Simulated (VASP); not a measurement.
A run of VASP 6.6.1 is set up as follows.

File INCAR:

```
SYSTEM = CdPtC4N4
ALGO = Normal
EDIFF = 1E-6
ENCUT = 520
GGA = PE
ISIF = 2
ISMEAR = 0
LASPH = .True.
LCHARG = .True.
LELF = .True.
LREAL = .False.
LVHAR = .True.
LWAVE = .False.
NBANDS = 40
NELM = 80
PREC = Accurate
SIGMA = 0.1
```

The input KPOINTS:

```
k-points
0
Gamma
  4 4 6
  0 0 0
```

File POSCAR:

```
CdPtC4N4
1.0
    7.3319902100      0.0000000000      0.0000000000
    0.0000000000      7.3319902100      0.0000000000
    0.0000000000      0.0000000000      3.6736983700
Cd Pt C N
1 1 4 4
Direct
    0.5000000000      0.5000000000      0.0000000000
    0.0000000000      0.0000000000      0.0000000000
    0.1848780000      0.8151220000      0.0000000000
    0.8151220000      0.1848780000      0.0000000000
    0.1848780000      0.1848780000      0.0000000000
    0.8151220000      0.8151220000      0.0000000000
    0.2977143400      0.7022856600      0.0000000000
    0.7022856600      0.2977143400      0.0000000000
    0.2977143400      0.2977143400      0.0000000000
    0.7022856600      0.7022856600      0.0000000000
```

Potentials or basis: VASP PAW PBE potentials, release 64 (Cd, Pt, C, N).

Run with:

```sh
$ cat potpaw_PBE.64/Cd/POTCAR potpaw_PBE.64/Pt/POTCAR potpaw_PBE.64/C/POTCAR potpaw_PBE.64/N/POTCAR > POTCAR
$ mpirun -np 1 vasp_std > vasp.out
```

Task: Predict the largest force.

Result: 1.621 eV/Å.

Task: Estimate the band gap on the k mesh.

Result: 1.41 eV (least direct gap 1.51 eV).

Task: Predict the pressure.

Result: 7.5 GPa.

Stress tensor (GPa, compression positive):
```
10.70  0.00  0.00
 0.00 10.70  0.00
 0.00  0.00  1.06
```

Caveat: the stress differs along the axes, from 1 to 11 GPa; spin-orbit coupling is left out, which moves the levels of the heavy elements; forces of over 1 eV/Å act on the atoms, so gaps and moduli don't describe the material at rest. A k mesh can miss the band edges.
